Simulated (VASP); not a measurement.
# In (Pm-3m) in VASP: a series of runs, part 2 of 2

VASP 6.6.1. Earlier steps stand in the parts before.

### Step 4. Relaxation of cell and atoms, LDA

This run uses another cell than the first one, of 28.24 Å³/atom, 0.961 times its volume.

File INCAR:

```
SYSTEM = In
  PREC = Accurate
  ENCUT = 600
  EDIFF = 1E-6
  ISMEAR = -1
  SIGMA = 0.1
  LREAL = .False.
  LASPH = .True.
  NELM = 60
  ALGO = Normal
  ISIF = 3
  LWAVE = .False.
  LCHARG = .False.
  IBRION = 2
  NSW = 80
  EDIFFG = -0.01
```

File KPOINTS:

```
Automatic mesh
0
Gamma
  10 10 10
  0 0 0
```

File POSCAR:

```
In
1.0
    3.0450626401      0.0000000000      0.0000000000
    0.0000000000      3.0450626401      0.0000000000
    0.0000000000      0.0000000000      3.0450626401
In
1
Direct
    0.0000000000      0.0000000000      0.0000000000
```

Potentials or basis: VASP PAW LDA potentials, release 64 (In_d).

Started as:

```console
$ cat potpaw_LDA.64/In_d/POTCAR > POTCAR
$ mpirun -np 1 vasp_std > vasp.out
```

OUTCAR:

```text
SYSTEM = In
   PREC = Accurate
   ENCUT = 600
   EDIFF = 1E-6
   ISMEAR = -1
   LREAL = .False.
   LASPH = .True.
   NELM = 60
   ISIF = 3
   IBRION = 2
   NSW = 80
   EDIFFG = -0.01

 ion  position               nearest neighbor table
   1  0.000  0.000  0.000-

  LATTYP: Found a simple cubic cell.
 ALAT       =     3.0450626401

  Lattice vectors:

 A1 = (   3.0450626401,   0.0000000000,   0.0000000000)
[... 538 lines left out ...]

 [... further k-points ...]

------------------------ aborting loop because EDIFF is reached ----------------------------------------

  FORCE on cell =-STRESS in cart. coord.  units (eV):
  Direction    XX          YY          ZZ          XY          YZ          ZX
  --------------------------------------------------------------------------------------
  -------------------------------------------------------------------------------------
  Total        0.0003960      0.0003960      0.0003960     -0.0000000     -0.0000000     -0.0000000
  in kB        0.0240895      0.0240895      0.0240895     -0.0000000     -0.0000000     -0.0000000
  external PRESSURE =       0.0240895 kB  Pullay stress =       0.0000000 kB

 VOLUME and BASIS-vectors are now :
 -----------------------------------------------------------------------------
  energy-cutoff  :      600.00
  volume of cell :       26.34
      direct lattice vectors                 reciprocal lattice vectors
     2.975336361  0.000000000  0.000000000     0.336096454 -0.000000000  0.000000000
     0.000000000  2.975336361  0.000000000    -0.000000000  0.336096454  0.000000000
    -0.000000000 -0.000000000  2.975336361    -0.000000000 -0.000000000  0.336096454

 POSITION                                       TOTAL-FORCE (eV/Angst)
 -----------------------------------------------------------------------------------
      0.00000      0.00000      0.00000        -0.000000     -0.000000      0.000000
 -----------------------------------------------------------------------------------
    total drift:                                0.000000     -0.000000      0.000000

  FREE ENERGIE OF THE ION-ELECTRON SYSTEM (eV)
  ---------------------------------------------------
  free  energy   TOTEN  =        -3.1564699580 eV

  energy  without entropy=       -3.1394005009  energy(sigma->0) =       -3.14793523

 reached required accuracy - stopping structural energy minimisation
```

CONTCAR:

```text
In
   1.00000000000000
     2.9753363613224040    0.0000000000000000    0.0000000000000000
     0.0000000000000000    2.9753363613224040    0.0000000000000000
    -0.0000000000000000   -0.0000000000000000    2.9753363613224040
  In
     1
Direct
     0.0000000000000000    0.0000000000000000    0.0000000000000000

  0.00000000E+00  0.00000000E+00  0.00000000E+00
```

It took 9.2 s on 1 thread of Intel Xeon Platinum 8488C (Sapphire Rapids), shared host; peak memory 0.14 GiB.

What came out:

* Free energy: -3.1565 eV
* Relaxed volume: 26.34 Å³/atom
* Relaxed cell: a = 2.975 Å, b = 2.975 Å, c = 2.975 Å, α = 90.00°, β = 90.00°, γ = 90.00°
* Space group after relaxing (to 0.05 Å): Pm-3m (No. 221)
* Energy gained by relaxing: 17.1 meV/atom
* Ionic steps: 2
* Pressure after relaxing: 0.0 GPa

The path:
```csv
step,energy change (eV),largest force (eV/Å),pressure (GPa),volume (Å³)
1,0.0000,0.0000,-2.69,28.24
2,-0.0171,0.0000,0.00,26.34
```

Final structure:
```yaml
crystal:
  lattice:
    - [2.97534, 0.00000, 0.00000]
    - [0.00000, 2.97534, 0.00000]
    - [0.00000, 0.00000, 2.97534]
  atoms:
    - { symbol: In, position: [0.00000, 0.00000, 0.00000] }
```

Caveat: spin-orbit coupling is left out, which moves the levels of the heavy elements.

### Step 5. Single point, LDA, non-collinear spin, zero start, spin-orbit coupling

This run uses another cell than the first one, of 26.24 Å³/atom, 0.893 times its volume.

File INCAR:

```
ALGO     = Normal         # electronic algorithm
EDIFF    = 1E-6           # SCF threshold, eV
ENCUT    = 520            # plane-wave cutoff, eV
GGA      = CA             # functional
GGA_COMPAT= False        
ISIF     = 2              # what is computed and relaxed
ISMEAR   = -1             # smearing method
LASPH    = True           # aspherical terms in the spheres
LCHARG   = False          # write CHGCAR
LORBIT   = 11             # projections on sites
LORBMOM  = True         
LREAL    = False          # projectors in reciprocal space
LSORBIT  = True           # spin-orbit coupling
LWAVE    = False          # write WAVECAR
MAGMOM   = 0 0 0          # initial moments
NBANDS   = 24             # bands
NELM     = 150            # most SCF steps
PREC     = Accurate       # precision mode
SIGMA    = 0.1            # smearing width, eV
```

File KPOINTS:

```
k-points
0
Gamma
  11 11 11
```

File POSCAR:

```
In
1.0
    2.9714946025      0.0000000000      0.0000000000
    0.0000000000      2.9714946025      0.0000000000
    0.0000000000      0.0000000000      2.9714946025
In
1
Direct
    0.0000000000      0.0000000000      0.0000000000
```

Started as:

```console
$ cat potpaw_LDA.64/In_d/POTCAR > POTCAR
$ mpirun -np 1 vasp_ncl > vasp.out
```

It took 40 s on 1 thread of Intel Xeon Platinum 8488C (Sapphire Rapids), shared host; peak memory 0.2 GiB.

The run converged. Its results:

```yaml
Free_energy: -3.1872 eV
Pressure: 0.1 GPa
Net_moment: 0.00 μB per cell
Valence_electrons_inside_the_program's_atomic_spheres: In 11.45
```

Moments on the atoms (μB; x, y, z):
```
In  0.00 0.00 0.00
```

### Step 6. Overview

```csv
task,spin,cell,k mesh,cutoff (eV),gap on the mesh (eV),pressure (GPa)
single point,off,"a = 3.086 Å, 1 atom",12 × 12 × 12,520,none,-3.8
single point,off,"a = 2.971 Å, 1 atom",17 × 17 × 17,520,none,0.0
relaxation of cell and atoms,off,"relaxed from a = 3.045 Å, 1 atom",10 × 10 × 10,600,none,0.0
single point,"non-collinear, zero start, SOC","a = 2.971 Å, 1 atom",11 × 11 × 11,520,-,0.1
```

Alike in all rows: level LDA; potentials or basis VASP PAW LDA potentials, release 64 (In_d); smearing fermi-dirac 0.1 eV.

Caveats: spin-orbit coupling is left out, which moves the levels of the heavy elements (some runs).

Total energies depend on the potentials used, so only differences within one code and one set of settings carry meaning.
